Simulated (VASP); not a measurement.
A run of VASP 6.6.1 is set up as follows.

Contents of INCAR:

```
SYSTEM = Nb
ALGO = Fast
EDIFF = 1E-6
ENCUT = 520
GGA = PE
ISIF = 2
ISMEAR = 0
LASPH = .True.
LCHARG = .True.
LELF = .True.
LREAL = .False.
LVHAR = .True.
LWAVE = .False.
NBANDS = 12
NELM = 80
PREC = Accurate
SIGMA = 0.15
```

File KPOINTS:

```
k-points
0
Gamma
  22 22 22
  0 0 0
```

The input POSCAR:

```
Nb
1.0
   -1.6119171290      1.6119171290      1.7731088419
    1.6119171290     -1.6119171290      1.7731088419
    1.6119171290      1.6119171290     -1.7731088419
Nb
1
Direct
    0.0000000000      0.0000000000      0.0000000000
```

Potentials or basis: VASP PAW PBE potentials, release 64 (Nb_sv).

Launch:

```sh
$ cat potpaw_PBE.64/Nb_sv/POTCAR > POTCAR
$ mpirun -np 1 vasp_std > vasp.out
```

What does it give for the band gap on the k mesh?

Zero (an odd number of electrons rules out a gap without spin polarisation).

Estimate the pressure.

-2.4 GPa.

Stress tensor (GPa, compression positive):
```
 1.18  0.00  0.00
 0.00  1.18  0.00
 0.00  0.00 -9.56
```
